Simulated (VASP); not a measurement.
# Be2C (Fm-3m) in VASP: a series of runs

Be2C is run at these levels: r2SCAN; tasks: relaxation of cell and atoms, single point.

Everything below comes from runs of VASP 6.6.1. Logs are shortened: lines on timing, memory, paths and dates and some standing lists are left out, and cuts for length are marked.

## Step 1: The cell of the first run

The structure is cubic, space group Fm-3m (No. 225). The conventional cell has a = 4.321 Å, b = 4.321 Å, c = 4.321 Å, α = 90.00°, β = 90.00°, γ = 90.00°. Within 2.5 Å of Be (site symmetry -43m) lie 4 C at 1.87 Å and 6 Be at 2.16 Å. Within 2.5 Å of C (site symmetry m-3m) lie 8 Be at 1.87 Å.

## Step 2: Relaxation of cell and atoms, r2SCAN, target pressure 15 GPa, at which the enthalpy is minimised

POSCAR reads:

```
Be2C
1.0
    2.1604635391      2.1604635391      0.0000000000
   -2.1604635391      2.1604635391      0.0000000000
    0.0000000000      2.1604635391      2.1604635391
Be C
2 1
Direct
    0.2500000000      0.7500000000      0.5000000000
    0.7500000000      0.2500000000      0.5000000000
    0.0000000000      0.0000000000      0.0000000000
```

INCAR.step1 reads:

```
SYSTEM = Be2C
PREC = Accurate ; ENCUT = 660
ISMEAR = 0 ; SIGMA = 0.01
LREAL = .FALSE. ; LASPH = .TRUE.
NELM = 120 ; GGA = PE
ALGO = Normal ; EDIFF = 1E-5
LWAVE = .TRUE. ; LCHARG = .FALSE.
GGA_COMPAT = .FALSE. ; IBRION = 2
ISIF = 3 ; EDIFFG = -0.005
NELMIN = 4 ; NSW = 100
```

INCAR.step2 reads:

```
SYSTEM = Be2C
PREC = Accurate ; ENCUT = 660
EDIFF = 1E-7 ; ISMEAR = 0
SIGMA = 0.01 ; LREAL = .FALSE.
LASPH = .TRUE. ; NELM = 120
ALGO = Normal ; ISIF = 3
LWAVE = .FALSE. ; LCHARG = .FALSE.
METAGGA = R2SCAN ; LMIXTAU = .TRUE.
IBRION = 2 ; NSW = 100
EDIFFG = -0.002 ; PSTRESS = 150.0
ISTART = 1 ; GGA_COMPAT = .FALSE.
NELMIN = 4
```

KPOINTS reads:

```
regular mesh
0
G
  10 10 10
  0 0 0
```

Potentials or basis: VASP PAW PBE potentials, release 64 (Be, C).

The run is started by

```sh
$ cat potpaw_PBE.64/Be/POTCAR potpaw_PBE.64/C/POTCAR > POTCAR
$ cp INCAR.step1 INCAR
$ mpirun -np 1 vasp_std > vasp.out
$ cp INCAR.step2 INCAR
$ mpirun -np 1 vasp_std > vasp.out
```

OUTCAR:

```text
SYSTEM = Be2C
   PREC = Accurate
   ENCUT = 660
   EDIFF = 1E-7
   ISMEAR = 0
   LREAL = .FALSE.
   LASPH = .TRUE.
   NELM = 120
   ISIF = 3
   METAGGA = R2SCAN
   IBRION = 2
   NSW = 100
   EDIFFG = -0.002
   PSTRESS = 150.0
   ISTART = 1
   NELMIN = 4

 ion  position               nearest neighbor table
   1  0.250  0.750  0.500-   3 1.87   3 1.87   3 1.87   3 1.87   2 2.16   2 2.16   2 2.16   2 2.16
                             2 2.16   2 2.16
   2  0.750  0.250  0.500-   3 1.87   3 1.87   3 1.87   3 1.87   1 2.16   1 2.16   1 2.16   1 2.16
                             1 2.16   1 2.16
   3  0.000  0.000  0.000-   2 1.87   1 1.87   1 1.87   2 1.87   1 1.87   2 1.87   2 1.87   1 1.87

  LATTYP: Found a face centered cubic cell.
 ALAT       =     4.3209270782

  Lattice vectors:

 A1 = (   0.0000000000,   2.1604635391,   2.1604635391)
 A2 = (   2.1604635391,   0.0000000000,   2.1604635391)
 A3 = (   2.1604635391,   2.1604635391,   0.0000000000)

Analysis of symmetry for initial positions (statically):
=====================================================================
 Subroutine PRICEL returns:
 Original cell was already a primitive cell.

 Routine SETGRP: Setting up the symmetry group for a
 face centered cubic supercell.

 Subroutine GETGRP returns: Found 48 space group operations
 (whereof 48 operations were pure point group operations)
 out of a pool of 48 trial point group operations.

The static configuration has the point symmetry O_h .

Analysis of symmetry for dynamics (positions and initial velocities):
=====================================================================
 Subroutine PRICEL returns:
 Original cell was already a primitive cell.

 Routine SETGRP: Setting up the symmetry group for a
 face centered cubic supercell.

 Subroutine GETGRP returns: Found 48 space group operations
 (whereof 48 operations were pure point group operations)
 out of a pool of 48 trial point group operations.

The dynamic configuration has the point symmetry O_h .

 Subroutine INISYM returns: Found 48 space group operations
 (whereof 48 operations are pure point group operations),
 and found     1 'primitive' translations

----------------------------------------------------------------------------------------

                                     Primitive cell

  volume of cell :      20.1684

  direct lattice vectors                    reciprocal lattice vectors
     2.160463539  2.160463539  0.000000000     0.231431816  0.231431816 -0.231431816
    -2.160463539  2.160463539  0.000000000    -0.231431816  0.231431816 -0.231431816
[... 98 lines left out ...]
   NELECT =       8.0000    total number of electrons
   NUPDOWN=      -1.0000    fix difference up-down
   EMIN   =  10.00;   EMAX   =-10.00  energy-range for DOS
   EFERMI =   0.00;   METHOD = LEGACY
   ISMEAR =     0;   SIGMA  =   0.01  broadening in eV -4-tet -1-fermi 0-gaus
   EFERMI_NEDOS =   21; number of points for ismear=-14 and -15
   IALGO  =     38    algorithm
   IMIX   =      4    mixing-type and parameters
     AMIX     =   0.40;   BMIX     =  1.00
     AMIX_MAG =   1.60;   BMIX_MAG =  1.00
  volume/ion in A,a.u.               =       6.72        45.37
  Fermi-wavevector in a.u.,A,eV,Ry     =   1.202859  2.273073 19.685843  1.446869
  Thomas-Fermi vector in A             =   2.338628
   LORBIT       =      0    0 simple, 1 ext, 2 COOP (PROOUT), +10 PAW based schemes
   METAGGA = R2SCAN    functional components
   LHFCALC =     F    Hartree Fock is set to
   AEXX    =    0.0000 exact exchange contribution
   IVDW    =     0    specifies the selected vdW correction
   LEPSILON=     F    determine dielectric tensor
   LRPA    =     F    only Hartree local field effects (RPA)
 conjugate gradient relaxation of ions
 non-spin polarized calculation
 Gauss-broadening in eV      SIGMA  =   0.01
  energy-cutoff  :      660.00
  volume of cell :       20.17
 maximum number of plane-waves:       794
 NGX is ok and might be reduce to    28
   NGX = 13   NGY = 13   NGZ = 13

--------------------------------------- Ionic step        1  -------------------------------------------

 number of electron       8.0000000 magnetization

 Free energy of the ion-electron system (eV)
  ---------------------------------------------------
  ext. energy  EPLUGINS =         0.00000000
  ---------------------------------------------------
  free energy    TOTEN  =       -19.47585517 eV

  energy without entropy =      -19.47585517  energy(sigma->0) =      -19.47585517

------------------------ aborting loop because EDIFF is reached ----------------------------------------

  FORCE on cell =-STRESS in cart. coord.  units (eV):
  Direction    XX          YY          ZZ          XY          YZ          ZX
  --------------------------------------------------------------------------------------
  -------------------------------------------------------------------------------------
  Total        0.1000273      0.1000273      0.1000273      0.0000000      0.0000000      0.0000000
  in kB        7.9461789      7.9461789      7.9461789      0.0000000      0.0000000      0.0000000
  external PRESSURE =    -142.0538211 kB  Pullay stress =     150.0000000 kB
[... 65 lines left out ...]
--------------------------------------- Ionic step        3  -------------------------------------------

 number of electron       8.0000000 magnetization

 Free energy of the ion-electron system (eV)
  ---------------------------------------------------
  ext. energy  EPLUGINS =         0.00000000
  ---------------------------------------------------
  free energy    TOTEN  =       -19.41875151 eV

  energy without entropy =      -19.41875151  energy(sigma->0) =      -19.41875151

 E-fermi :   8.4460     XC(G=0): -12.3095

 val. band max:        8.3801367982   @ k =   0.0000   0.0000   0.0000
 cond. band min:       9.9368098567   @ k =   0.5000   0.5000   0.0000
 fundamental gap:      1.5566730585
 Fermi energy:         8.4460400991

 k-point     1 :       0.0000    0.0000    0.0000
  band No.  band energies     occupation
      1      -8.0728      2.00000
      2       8.3801      2.00000
      3       8.3801      2.00000
      4       8.3801      2.00000
      5      13.1331      0.00000
      6      13.1331      0.00000
      7      13.1331      0.00000
      8      16.5880      0.00000
[... 243 lines left out ...]
 k-point    24 :       0.4000    0.3000    0.0000
  band No.  band energies     occupation
      1      -4.1186      2.00000
      2       0.2676      2.00000
      3       2.2677      2.00000
      4       4.4023      2.00000
      5      12.8004      0.00000
      6      18.9858      0.00000
      7      19.5725      0.00000
      8      20.6967      0.00000

 [... further k-points ...]
[... 5 lines left out ...]
  --------------------------------------------------------------------------------------
  -------------------------------------------------------------------------------------
  Total        1.7746638      1.7746638      1.7746638      0.0000000      0.0000000      0.0000000
  in kB      149.9401453    149.9401453    149.9401453      0.0000000      0.0000000      0.0000000
  external PRESSURE =      -0.0598547 kB  Pullay stress =     150.0000000 kB
[... 22 lines left out ...]
  energy  without entropy=      -19.4187515108  energy(sigma->0) =      -19.41875151

  enthalpy is  TOTEN    =       -17.6433792952 eV   P V=        1.7753722156

 reached required accuracy - stopping structural energy minimisation
```

OUTCAR.step1:

```text
SYSTEM = Be2C
   PREC = Accurate
   ENCUT = 660
   ISMEAR = 0
   LREAL = .FALSE.
   LASPH = .TRUE.
   NELM = 120
   GGA = PE
   EDIFF = 1E-5
   IBRION = 2
[... 561 lines left out ...]
  -------------------------------------------------------------------------------------
  Total       -0.0025952     -0.0025952     -0.0025952     -0.0000000      0.0000000      0.0000000
  in kB       -0.2048735     -0.2048735     -0.2048735     -0.0000000      0.0000000      0.0000000
  external PRESSURE =      -0.2048735 kB  Pullay stress =       0.0000000 kB
[... 18 lines left out ...]
  FREE ENERGIE OF THE ION-ELECTRON SYSTEM (eV)
  ---------------------------------------------------
  free  energy   TOTEN  =       -17.4585560737 eV

  energy  without entropy=      -17.4585560737  energy(sigma->0) =      -17.45855607

 reached required accuracy - stopping structural energy minimisation
```

OSZICAR.step1:

```text
N       E                     dE             d eps       ncg     rms          rms(c)
DAV:   1     0.736255759939E+01    0.73626E+01   -0.46518E+03   752   0.110E+03
DAV:   2    -0.181074021241E+02   -0.25470E+02   -0.24040E+02  1176   0.145E+02
DAV:   3    -0.185676250202E+02   -0.46022E+00   -0.46022E+00   984   0.196E+01
[... 15 lines left out ...]
       N       E                     dE             d eps       ncg     rms          rms(c)
DAV:   1    -0.174585723227E+02   -0.41958E-04   -0.56347E-04   848   0.222E-01    0.252E-02
DAV:   2    -0.174585556308E+02    0.16692E-04   -0.70161E-05   784   0.559E-02    0.722E-03
DAV:   3    -0.174585555259E+02    0.10493E-06   -0.46139E-06   392   0.185E-02    0.236E-03
DAV:   4    -0.174585560737E+02   -0.54785E-06   -0.35157E-07   400   0.898E-03
   3 F= -.17458556E+02 E0= -.17458556E+02  d E =-.478931E-03
```

Wall time 100 s (1 thread of AMD EPYC 9R45 (Zen 5), shared host); peak memory 0.14 GiB.

What came out:

```yaml
Free_energy: -19.4188 eV
Relaxed_volume: 6.32 Å³/atom
Relaxed_cell: a = 2.993 Å, b = 2.993 Å, c = 2.993 Å, α = 60.00°, β = 60.00°, γ = 90.00°
Space_group_after_relaxing_to_0.1_Å: Fm-3m (No. 225)
Energy_change_on_relaxing_the_run_minimises_the_enthalpy: +19.0 meV/atom
Ionic_steps: 3
Pressure_after_relaxing: 15.0 GPa
Band_gap_on_the_k_mesh: 1.56 eV (least direct gap 4.75 eV)
```

The path:
```csv
step,energy change (eV),largest force (eV/Å),pressure (GPa),volume (Å³)
1,0.0000,0.0000,0.79,20.17
2,0.1128,0.0000,21.91,18.48
3,0.0571,0.0000,14.99,18.96
```

Final structure:
```
Be C
1.0
     2.11654    2.11654    0.00000
    -2.11654    2.11654    0.00000
     0.00000    2.11654    2.11654
Be C
2 1
Direct
  0.25000 0.75000 0.50000
  0.75000 0.25000 0.50000
  0.00000 0.00000 0.00000
```

Caveat: the cell is relaxed towards a set pressure, so the run minimises the enthalpy, not the energy; the PAW data sets were made with another functional, which shifts forces and pressure a little. A k mesh can miss the band edges.

## Step 3: Single point, r2SCAN

This run uses another cell than the first one, of 6.30 Å³/atom.

POSCAR reads:

```
Be2C
1.0
    2.1143598745      2.1143598745      0.0000000000
   -2.1143598745      2.1143598745      0.0000000000
    0.0000000000      2.1143598745      2.1143598745
Be C
2 1
Direct
    0.2500000000      0.7500000000      0.5000000000
    0.7500000000      0.2500000000      0.5000000000
    0.0000000000      0.0000000000      0.0000000000
```

INCAR.step1 reads:

```
SYSTEM = Be2C
ALGO = Normal ; EDIFF = 1E-5
ENCUT = 660 ; GGA = PE
GGA_COMPAT = .False. ; ISMEAR = 0
LASPH = .True. ; LCHARG = .False.
LREAL = .False. ; LWAVE = .True.
NBANDS = 11 ; NELM = 120
PREC = Accurate ; SIGMA = 0.01
```

INCAR.step2 reads:

```
SYSTEM = Be2C
ALGO = Normal ; EDIFF = 1E-6
ENCUT = 660 ; GGA_COMPAT = .False.
ISIF = 2 ; ISMEAR = 0
ISTART = 1 ; LASPH = .True.
LCHARG = .False. ; LMIXTAU = .True.
LREAL = .False. ; LWAVE = .False.
METAGGA = R2SCAN ; NBANDS = 11
NELM = 120 ; PREC = Accurate
SIGMA = 0.01
```

KPOINTS reads:

```
k-points
0
Gamma
  10 10 10
  0 0 0
```

Potentials or basis: VASP PAW PBE potentials, release 64 (Be, C).

The run is started by

```sh
$ cat potpaw_PBE.64/Be/POTCAR potpaw_PBE.64/C/POTCAR > POTCAR
$ cp INCAR.step1 INCAR
$ mpirun -np 1 vasp_std > vasp.out
$ cp INCAR.step2 INCAR
$ mpirun -np 1 vasp_std > vasp.out
```

Wall time 63 s (1 thread of Intel Xeon 8259CL, shared host); peak memory 0.16 GiB.

It converged, with:

| Quantity | Value |
| --- | --- |
| Free energy | -19.4112 eV |
| Pressure | 15.8 GPa |
| Band gap on the k mesh | 1.56 eV (least direct gap 4.76 eV) |

Levels at points of the mesh, in eV from the valence-band top:
| k point | band 1 | band 2 | band 3 | band 4 | band 5 | band 6 | band 7 | band 8 |
| --- | --- | --- | --- | --- | --- | --- | --- | --- |
| (0.00, 0.00, 0.00) | -16.48 | 0.00 | 0.00 | 0.00 | 4.76 | 4.76 | 4.76 | 8.25 |
| (0.50, 0.00, 0.00) | -13.34 | -9.54 | -2.02 | -2.02 | 5.68 | 5.68 | 8.36 | 11.28 |
| (0.50, 0.50, 0.00) | -12.52 | -7.40 | -5.21 | -5.21 | 1.56 | 6.68 | 15.21 | 15.21 |

Caveat: the cell stands under pressure; the PAW data sets were made with another functional, which shifts forces and pressure a little. A k mesh can miss the band edges.

## Step 4: Single point, r2SCAN

This run uses another cell than the first one, of 6.30 Å³/atom.

POSCAR reads:

```
Be2C
1.0
    2.1143598744      2.1143598744      0.0000000000
   -2.1143598744      2.1143598744      0.0000000000
    0.0000000000      2.1143598744      2.1143598744
Be C
2 1
Direct
    0.2500000000      0.7500000000      0.5000000000
    0.7500000000      0.2500000000      0.5000000000
    0.0000000000      0.0000000000      0.0000000000
```

INCAR.step1 reads:

```
ALGO = Normal
EDIFF = 1E-5
ENCUT = 660
GGA = PE
GGA_COMPAT = False
ISMEAR = 0
LASPH = True
LCHARG = False
LREAL = False
LWAVE = True
NBANDS = 11
NELM = 120
PREC = Accurate
SIGMA = 0.01
```

INCAR.step2 reads:

```
ALGO = Normal
EDIFF = 1E-6
ENCUT = 660
GGA_COMPAT = False
ISIF = 2
ISMEAR = 0
ISTART = 1
LASPH = True
LCHARG = True
LELF = True
LMIXTAU = True
LREAL = False
LVHAR = True
LWAVE = False
METAGGA = R2SCAN
NBANDS = 11
NELM = 120
PREC = Accurate
SIGMA = 0.01
```

KPOINTS reads:

```
k-points
0
Gamma
  10 10 10
```

The run is started by

```sh
$ cat potpaw_PBE.64/Be/POTCAR potpaw_PBE.64/C/POTCAR > POTCAR
$ cp INCAR.step1 INCAR
$ mpirun -np 1 vasp_std > vasp.out
$ cp INCAR.step2 INCAR
$ mpirun -np 1 vasp_std > vasp.out
```

Run time: 79 s. Hardware: 1 thread of Intel Xeon 8259CL, shared host; peak memory 0.16 GiB.

It converged, with:

```yaml
Free_energy: -19.4112 eV
Pressure: 15.8 GPa
Band_gap_on_the_k_mesh: 1.56 eV (least direct gap 4.76 eV)
```

Levels at points of the mesh, in eV from the valence-band top:
```
           k point  band 1  band 2  band 3  band 4  band 5  band 6  band 7  band 8  band 9
(0.00, 0.00, 0.00)  -16.48    0.00    0.00    0.00    4.76    4.76    4.76    8.25   14.96
(0.50, 0.00, 0.00)  -13.34   -9.54   -2.02   -2.02    5.68    5.68    8.36   11.28   16.51
(0.50, 0.50, 0.00)  -12.52   -7.40   -5.21   -5.21    1.56    6.68   15.21   15.21   17.72
```

Caveat: the cell stands under pressure; the PAW data sets were made with another functional, which shifts forces and pressure a little.
